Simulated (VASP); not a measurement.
Input of a VASP 6.6.1 run:

INCAR

```
SYSTEM = NaI
PREC = Accurate ; ENCUT = 520
EDIFF = 1E-6 ; ISMEAR = 0
SIGMA = 0.05 ; LREAL = .FALSE.
LASPH = .TRUE. ; NELM = 100
ALGO = Normal ; ISIF = 2
LWAVE = .FALSE. ; LCHARG = .FALSE.
GGA = PE ; NBANDS = 14
```

The input KPOINTS:

```
Automatic mesh
0
G
  6 6 6
  0 0 0
```

The input POSCAR:

```
NaI
1.0
    0.0000000000      3.1393080000      3.2849460000
    3.1393080000      0.0000000000      3.2849460000
    3.1393080000      3.1393080000      0.0000000000
Na I
1 1
Direct
    0.0000000000      0.0000000000      0.0000000000
    0.5000000000      0.5000000000      0.5000000000
```

Potentials or basis: VASP PAW PBE potentials, release 64 (Na_pv, I).

Run with:

```console
$ cat potpaw_PBE.64/Na_pv/POTCAR potpaw_PBE.64/I/POTCAR > POTCAR
$ mpirun -np 1 vasp_std > vasp.out
```

What does it give for the band gap on the k mesh?

3.74 eV.

Predict the pressure.

1.4 GPa.

Stress tensor (GPa, compression positive):
```
1.88 0.00 0.00
0.00 1.88 0.00
0.00 0.00 0.48
```

Caveat: the cell differs from its parent crystal (strain -0.030 along x and y, +0.015 along z); spin-orbit coupling is left out, which moves the levels of the heavy elements.
